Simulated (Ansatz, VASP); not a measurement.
# One calculation of W, two programs

File INCAR:

```
SYSTEM = W
  PREC = Accurate
  ENCUT = 520
  EDIFF = 1E-7
  ISMEAR = -1
  SIGMA = 0.08
  LREAL = .FALSE.
  LASPH = .TRUE.
  NELM = 80
  ALGO = Normal
  ISIF = 2
  LWAVE = .FALSE.
  LCHARG = .TRUE.
  GGA = PS
  LELF = .TRUE.
  LVHAR = .TRUE.
  NBANDS = 21
```

KPOINTS

```
Automatic mesh
0
G
  12 12 12
  0 0 0
```

Contents of POSCAR:

```
W
1.0
    3.1537715175      0.0000000000      0.0000000000
    0.0000000000      3.1537715175      0.0000000000
    0.0000000000      0.0000000000      3.1537715175
W
2
Direct
    0.0000000000      0.0000000000      0.0000000000
    0.5000000000      0.5000000000      0.5000000000
```

Input for Ansatz:

```yaml
crystal:
  lattice:
    - [3.1537715175, 0.0, 0.0]
    - [0.0, 3.1537715175, 0.0]
    - [0.0, 0.0, 3.1537715175]
  atoms:
    - { symbol: W, position: [0.0, 0.0, 0.0] }
    - { symbol: W, position: [0.5, 0.5, 0.5] }
kpoints:
  mp_grid: { grid: [12, 12, 12] }
scf:
  occupations: { method: fermi_dirac, width: 0.08 }
hamiltonian:
  xc: pbesol
  pseudopotentials: { kind: all_electron, lapw: { basis_error: 0.001 } }
output:
  forces: true
  stress: true
  eigenvalues: true
```

Alike in both runs: task single point; functional PBEsol; k mesh 12 × 12 × 12; occupations fermi-dirac, width 0.08 eV; no spin polarisation.

|  | VASP | Ansatz |
| --- | --- | --- |
| version | VASP 6.6.1 | Ansatz 0.2.0 |
| potentials or method | VASP PAW PBE potentials, release 64 (W_sv), cutoff 520 eV | all-electron LAPW, scalar-relativistic |

VASP gave:

```
pressure (GPa) : 0.8
```

**Question.** What did Ansatz give for the same quantities?

**Answer.** Pressure (GPa): 0.2.

VASP's potentials were made for PBE, not for PBEsol. Ansatz ran all-electron here, and VASP with PAW potentials.

Neither program's run includes spin-orbit coupling.
